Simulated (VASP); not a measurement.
Ge: single point with LDA

Crystal: Ge.

```
Ge
1.0
     0.00000    2.51979    2.51979
     2.51979    0.00000    2.51979
     2.51979    2.51979    0.00000
Ge
2
Cartesian
  -0.6299 -0.6299 -0.6299
  0.6299 0.6299 0.6299
```

This cell differs from its parent crystal: volume scaled by 0.72.

```
Program                : VASP 6.6.1
Task                   : single point
Functional             : LDA
Potentials or basis    : VASP PAW LDA potentials, release 64 (Ge_d)
Cutoff                 : 520 eV
k mesh                 : 12 × 12 × 12
Occupations            : fermi-dirac, width 0.1 eV
Spin                   : no spin polarisation
Dipole correction      : no
Further INCAR settings : ALGO = Normal; EDIFF = 1e-07; NBANDS = 21
```

- Pressure: 51.2 GPa
- Band gap on the k mesh: zero (band 14 reaches 8.84 eV, above the bottom of band 15 at 8.67 eV)

Levels at points of the mesh, in eV from the Fermi level:
```
           k point  band 11  band 12  band 13  band 14  band 15  band 16  band 17  band 18
(0.00, 0.00, 0.00)   -15.89     0.14     0.14     0.14     2.69     2.69     2.69     3.50
(0.50, 0.00, 0.00)   -12.76    -9.72    -1.93    -1.93     1.47     3.86     3.86     7.01
(0.50, 0.50, 0.00)   -10.49   -10.49    -4.43    -4.43     0.14     0.14    12.67    12.67
```

Run time: 23 s on 1 thread of Intel(R) Xeon(R) 6975P-C (Granite Rapids), with other jobs on the host, peak memory 0.16 GiB.
